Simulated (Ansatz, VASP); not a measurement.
## One calculation of SiC, two programs

```
CELL_PARAMETERS angstrom
2.57651 0.00000 0.00000
0.00000 3.35747 0.00000
0.00000 0.00000 4.94116
ATOMIC_POSITIONS crystal
C 0.75000 0.00000 0.91255
C 0.25000 0.00000 0.08745
Si 0.25000 0.50000 0.29243
Si 0.75000 0.50000 0.70757
```

Alike in both runs: task single point; functional PBE-based screened hybrid; k mesh 4 × 4 × 2; occupations fermi-dirac, width 0.02 eV; no spin polarisation.

|  | VASP | Ansatz |
| --- | --- | --- |
| version | VASP 6.6.1 | Ansatz 0.2.0 |
| potentials or method | VASP PAW PBE potentials, release 64 (C, Si) | plane waves |
| plane-wave cutoff (eV) | 520 | 420 |
| valence electrons in the cell | 16 | 16 |

```tsv
	VASP	Ansatz	Ansatz less VASP
pressure (GPa)	-6.2	-5.5	+0.73
traceless stress, the component that is largest in VASP (GPa)	9.47	9.23	-0.242
rms of the force components (eV/Å)	0.105	0.091	-0.0138
```

VASP's potentials were made for PBE, not for PBE-based screened hybrid. Atom by atom the forces differ by 0.023 eV/Å (rms over components). The functional is the same, so the differences come from potentials, cutoffs and numerics. Ansatz's warnings: doubtful frontier gap, filled band counts differ across k points, stress exchange threshold loose, stress scf threshold loose.

The k mesh is coarse, so the values compare programs but aren't converged.
